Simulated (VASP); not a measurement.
# Ti in VASP: a series of runs

The runs below take Ti through single point, with LDA.

Everything below comes from runs of VASP 6.6.1. Logs are shortened: lines on timing, memory, paths and dates and some standing lists are left out, and cuts for length are marked.

### 1 The cell of the first run

It takes space group I4/mmm (No. 139, tetragonal). Conventional cell: a = 2.928 Å, b = 2.928 Å, c = 4.060 Å, α = 90.00°, β = 90.00°, γ = 90.00°. Within 3.8 Å of Ti (site symmetry 4/mmm) lie 12 Ti at 2.90 to 2.93 Å.

### 2 Single point, LDA (equal xx and yy strain of +2 %)

Input file INCAR:

```
  PREC = Accurate
  ENCUT = 520
  EDIFF = 1E-6
  ISMEAR = -1
  SIGMA = 0.05
  LREAL = False
  LASPH = True
  NELM = 100
  ALGO = Normal
  ISIF = 2
  LWAVE = False
  LCHARG = False
  NBANDS = 12
```

Input file KPOINTS:

```
Automatic mesh
0
Gamma
  14 14 14
```

Input file POSCAR:

```
Ti
1.0
    0.0000000000      2.0706000000      2.0300000000
    2.0706000000      0.0000000000      2.0300000000
    2.0706000000      2.0706000000      0.0000000000
Ti
1
Direct
    0.0000000000      0.0000000000      0.0000000000
```

Potentials or basis: VASP PAW LDA potentials, release 64 (Ti_sv).

On the command line:

```console
cat potpaw_LDA.64/Ti_sv/POTCAR > POTCAR
mpirun -np 1 vasp_std > vasp.out
```

OUTCAR:

```text
PREC = Accurate
   ENCUT = 520
   EDIFF = 1E-6
   ISMEAR = -1
   LREAL = False
   LASPH = True
   NELM = 100
   ISIF = 2

 ion  position               nearest neighbor table
   1  0.000  0.000  0.000-

  LATTYP: Found a body centered tetragonal cell.
 ALAT       =     2.9282706022
 C/A-ratio  =     1.3864838847

  Lattice vectors:

 A1 = (   0.0000000000,  -2.0706000000,  -2.0300000000)
 A2 = (   0.0000000000,   2.0706000000,  -2.0300000000)
 A3 = (   2.0706000000,   0.0000000000,   2.0300000000)

Analysis of symmetry for initial positions (statically):
=====================================================================
 Subroutine PRICEL returns:
 Original cell was already a primitive cell.

 Routine SETGRP: Setting up the symmetry group for a
 body centered tetragonal supercell.

 Subroutine GETGRP returns: Found 16 space group operations
 (whereof 16 operations were pure point group operations)
 out of a pool of 16 trial point group operations.

The static configuration has the point symmetry D_4h.

Analysis of symmetry for dynamics (positions and initial velocities):
=====================================================================
 Subroutine PRICEL returns:
 Original cell was already a primitive cell.

 Routine SETGRP: Setting up the symmetry group for a
 body centered tetragonal supercell.

 Subroutine GETGRP returns: Found 16 space group operations
 (whereof 16 operations were pure point group operations)
 out of a pool of 16 trial point group operations.

The dynamic configuration has the point symmetry D_4h.

 Subroutine INISYM returns: Found 16 space group operations
 (whereof 16 operations are pure point group operations),
 and found     1 'primitive' translations

----------------------------------------------------------------------------------------

                                     Primitive cell

  volume of cell :      17.4068

  direct lattice vectors                    reciprocal lattice vectors
     0.000000000  2.070600000  2.030000000    -0.241475901  0.241475901  0.246305419
     2.070600000  0.000000000  2.030000000     0.241475901 -0.241475901  0.246305419
     2.070600000  2.070600000  0.000000000     0.241475901  0.241475901 -0.246305419

  length of vectors
     2.899704185  2.899704185  2.928270602     0.421055318  0.421055318  0.421055318

  position of ions in fractional coordinates (direct lattice)
     0.000000000  0.000000000  0.000000000

  ion indices of the primitive-cell ions
   primitive index   ion index
                 1           1

----------------------------------------------------------------------------------------

 KPOINTS: Automatic mesh

Automatic generation of k-mesh.
 Grid dimensions read from file:
 generate k-points for:   14   14   14

 Generating k-lattice:

  Cartesian coordinates                     Fractional coordinates (reciprocal lattice)
    -0.017248279  0.017248279  0.017593244     0.071428571 -0.000000000  0.000000000
     0.017248279 -0.017248279  0.017593244    -0.000000000  0.071428571  0.000000000
     0.017248279  0.017248279 -0.017593244     0.000000000  0.000000000  0.071428571

  Length of vectors
     0.030075380  0.030075380  0.030075380

  Shift w.r.t. Gamma in fractional coordinates (k-lattice)
     0.000000000  0.000000000  0.000000000

 Subroutine IBZKPT returns following result:
 ===========================================

 Found    244 irreducible k-points:

 Following reciprocal coordinates:
            Coordinates               Weight
  0.000000  0.000000  0.000000      1.000000
  0.071429  0.000000  0.000000      8.000000
  0.142857  0.000000  0.000000      8.000000
  0.214286  0.000000  0.000000      8.000000
  0.285714  0.000000  0.000000      8.000000
  0.357143  0.000000  0.000000      8.000000
[... 16 lines left out ...]
  0.214286  0.142857  0.000000      8.000000
  0.285714  0.142857  0.000000      8.000000
 [... further k-points ...]
   k-points           NKPTS =    244   k-points in BZ     NKDIM =    244   number of bands    NBANDS=     12
   number of dos      NEDOS =    301   number of ions     NIONS =      1
   total plane-waves  NPLWV =  13824
   dimension x,y,z NGX =    24 NGY =   24 NGZ =   24
   dimension x,y,z NGXF=    48 NGYF=   48 NGZF=   48
   ions per type =               1
   NGX,Y,Z   is equivalent  to a cutoff of  13.76, 13.76, 13.63 a.u.
   NGXF,Y,Z  is equivalent  to a cutoff of  27.52, 27.52, 27.25 a.u.
 SYSTEM =  unknown system
   PREC   = accura    normal or accurate (medium, high low for compatibility)
   ISTART =      0    job   : 0-new  1-cont  2-samecut
   ICHARG =      2    charge: 1-file 2-atom 10-const
   ISPIN  =      1    spin polarized calculation?
   LNONCOLLINEAR =      F non collinear calculations
   LSORBIT =      F    spin-orbit coupling
   LASPH  =      T    aspherical Exc in radial PAW
   ENCUT  =  520.0 eV  38.22 Ry    6.18 a.u.   5.39  5.39  5.44*2*pi/ulx,y,z
   NELM   =    100;   NELMIN=  2; NELMDL= -5     # of ELM steps
   EDIFF  = 0.1E-05   stopping-criterion for ELM
   LREAL  =      F    real-space projection
   EDIFFG = 0.1E-04   stopping-criterion for IOM
   NSW    =      0    number of steps for IOM
   IBRION =     -1    ionic relax: 0-MD 1-quasi-New 2-CG
   NFREE  =      0    steps in history (QN), initial steepest desc. (CG)
   ISIF   =      2    stress and relaxation
   ISYM   =      2    0-nonsym 1-usesym 2-fastsym
   POTIM  = 0.5000    time-step for ionic-motion
   TEBEG  =    0.0;   TEEND  =   0.0 temperature during run
   PSTRESS=    0.0 pullay stress
   NELECT =      12.0000    total number of electrons
   NUPDOWN=      -1.0000    fix difference up-down
   EMIN   =  10.00;   EMAX   =-10.00  energy-range for DOS
   EFERMI =   0.00;   METHOD = LEGACY
   ISMEAR =    -1;   SIGMA  =   0.05  broadening in eV -4-tet -1-fermi 0-gaus
   EFERMI_NEDOS =   21; number of points for ismear=-14 and -15
   IALGO  =     38    algorithm
   IMIX   =      4    mixing-type and parameters
     AMIX     =   0.40;   BMIX     =  1.00
     AMIX_MAG =   1.60;   BMIX_MAG =  1.00
  volume/ion in A,a.u.               =      17.41       117.47
  Fermi-wavevector in a.u.,A,eV,Ry     =   1.446202  2.732926 28.456606  2.091502
  Thomas-Fermi vector in A             =   2.564298
   LORBIT       =      0    0 simple, 1 ext, 2 COOP (PROOUT), +10 PAW based schemes
   GGA     = CA    functional components
   LHFCALC =     F    Hartree Fock is set to
   AEXX    =    0.0000 exact exchange contribution
   IVDW    =     0    specifies the selected vdW correction
   LEPSILON=     F    determine dielectric tensor
   LRPA    =     F    only Hartree local field effects (RPA)
 non-spin polarized calculation
  energy-cutoff  :      520.00
  volume of cell :       17.41
 maximum number of plane-waves:       495
 NGX is ok and might be reduce to    24
   NGX = 11   NGY = 11   NGZ = 11

 number of electron      12.0000001 magnetization

 Free energy of the ion-electron system (eV)
  ---------------------------------------------------
  ext. energy  EPLUGINS =         0.00000000
  ---------------------------------------------------
  free energy    TOTEN  =        -8.46393072 eV

  energy without entropy =       -8.44837953  energy(sigma->0) =       -8.45615512

 E-fermi :   7.9544     XC(G=0): -11.7741

 val. band max:        7.9530623982   @ k =  -0.2857   0.2143   0.5000
 cond. band min:       7.9604162846   @ k =   0.2857   0.0000   0.0000
 fundamental gap:      0.0073538864
 Fermi energy:         7.9544088533

 k-point     1 :       0.0000    0.0000    0.0000
  band No.  band energies     occupation
      1     -48.0644      2.00000
      2     -24.2975      2.00000
      3     -24.2975      2.00000
      4     -24.2941      2.00000
      5       1.9467      2.00000
      6       8.7515      0.00000
      7       8.7515      0.00000
      8       8.9056      0.00000
      9      10.3090      0.00000
     10      10.4864      0.00000
     11      23.3020      0.00000
     12      27.5227      0.00000

 k-point     2 :       0.0714    0.0000    0.0000
  band No.  band energies     occupation
      1     -48.0582      2.00000
      2     -24.3316      2.00000
      3     -24.3024      2.00000
      4     -24.2991      2.00000
      5       2.1116      2.00000
      6       8.6837      0.00000
      7       8.8102      0.00000
      8       8.9333      0.00000
      9      10.2756      0.00000
     10      10.4455      0.00000
     11      23.4289      0.00000
     12      26.4459      0.00000

 k-point     3 :       0.1429    0.0000    0.0000
  band No.  band energies     occupation
      1     -48.0406      2.00000
      2     -24.4294      2.00000
      3     -24.3160      2.00000
      4     -24.3102      2.00000
      5       2.5872      2.00000
      6       8.4446      0.00011
      7       8.9407      0.00000
      8       9.0570      0.00000
      9      10.2294      0.00000
     10      10.3708      0.00000
     11      23.4141      0.00000
     12      24.7169      0.00000
[... 286 lines left out ...]
 k-point    23 :       0.2143    0.1429    0.0000
  band No.  band energies     occupation
      1     -48.0119      2.00000
      2     -24.5178      2.00000
      3     -24.3703      2.00000
      4     -24.3617      2.00000
      5       3.3566      2.00000
      6       7.9827      0.72450
      7       9.2512      0.00000
      8       9.3130      0.00000
      9       9.8034      0.00000
     10      10.6321      0.00000
     11      23.4615      0.00000
     12      24.3910      0.00000

 k-point    24 :       0.2857    0.1429    0.0000
  band No.  band energies     occupation
      1     -47.9867      2.00000
      2     -24.6446      2.00000
      3     -24.3945      2.00000
      4     -24.3792      2.00000
      5       4.0958      2.00000
      6       7.7032      1.98692
      7       9.0102      0.00000
      8       9.3643      0.00000
      9      10.1838      0.00000
     10      10.8766      0.00000
     11      21.4884      0.00000
     12      24.1026      0.00000

 [... further k-points ...]
[... 5 lines left out ...]
  --------------------------------------------------------------------------------------
  -------------------------------------------------------------------------------------
  Total       -0.9779446     -0.9779446     -0.9209143      0.0000000      0.0000000      0.0000000
  in kB      -90.0132332    -90.0132332    -84.7639851      0.0000000      0.0000000      0.0000000
  external PRESSURE =     -88.2634839 kB  Pullay stress =       0.0000000 kB

 VOLUME and BASIS-vectors are now :
 -----------------------------------------------------------------------------
  energy-cutoff  :      520.00
  volume of cell :       17.41
      direct lattice vectors                 reciprocal lattice vectors
     0.000000000  2.070600000  2.030000000    -0.241475901  0.241475901  0.246305419
     2.070600000  0.000000000  2.030000000     0.241475901 -0.241475901  0.246305419
     2.070600000  2.070600000  0.000000000     0.241475901  0.241475901 -0.246305419

 POSITION                                       TOTAL-FORCE (eV/Angst)
 -----------------------------------------------------------------------------------
      0.00000      0.00000      0.00000         0.000000      0.000000      0.000000
 -----------------------------------------------------------------------------------
    total drift:                               -0.000000      0.000000      0.000000

  FREE ENERGIE OF THE ION-ELECTRON SYSTEM (eV)
  ---------------------------------------------------
  free  energy   TOTEN  =        -8.4639307208 eV

  energy  without entropy=       -8.4483795277  energy(sigma->0) =       -8.45615512
```

Run time: 51 s. Hardware: 1 thread of Intel Xeon Platinum 8375C at 2.90GHz (Ice Lake), shared host; peak memory 0.16 GiB.

Results:

```yaml
Free_energy: -8.4639 eV
Pressure: -8.8 GPa
Band_gap_on_the_k_mesh: zero (bands 6 and 7 overlap by 1.23 eV)
```

Stress tensor (GPa, compression positive):
```
-9.00  0.00  0.00
 0.00 -9.00  0.00
 0.00  0.00 -8.48
```

Caveat: the cell differs from its parent crystal (equal xx and yy strain of +2 %); the cell stands under tension.

[end of part 1 of 2]
